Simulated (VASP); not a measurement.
Sc: single point with r2SCAN

The system is Sc.

```
Sc
1.0
     2.93216    0.00000    0.00000
     0.00000    2.93216    0.00000
     0.00000    0.00000    2.93216
Sc
1
Direct
  0.00000 0.00000 0.00000
```

This cell differs from its parent crystal: volume scaled by 0.96.

```yaml
Program: VASP 6.6.1
Task: single point
Functional: r2SCAN
Potentials_or_basis: VASP PAW PBE potentials, release 64 (Sc_sv)
Cutoff: 520 eV
k_mesh: 17 × 17 × 17
Occupations: fermi-dirac, width 0.05 eV
Spin: collinear spin, ferromagnetic start
Starting_moments: "[0.67] μB"
```

The pressure is 1.8 GPa. The net moment is 0.93 μB per cell. The site moments are Sc +0.71 μB and the valence electrons inside the program's atomic spheres are Sc 9.47.

Levels at points of the mesh, in eV from the Fermi level:
Spin up:
```csv
k point,band 3,band 4,band 5,band 6,band 7,band 8,band 9,band 10
"(0.00, 0.00, 0.00)",-29.19,-29.19,-5.63,-1.09,-1.09,4.27,4.27,4.27
```
Spin down:
| k point | band 2 | band 3 | band 4 | band 5 | band 6 | band 7 | band 8 | band 9 |
| --- | --- | --- | --- | --- | --- | --- | --- | --- |
| (0.00, 0.00, 0.00) | -28.55 | -28.55 | -28.55 | -4.96 | 0.62 | 0.62 | 4.63 | 4.63 |

Run time: 4.2 min on 1 thread of Intel Xeon 6975P-C (shared host), peak memory 0.23 GiB.

Caveat: the PAW data sets were made with another functional, which shifts forces and pressure a little.
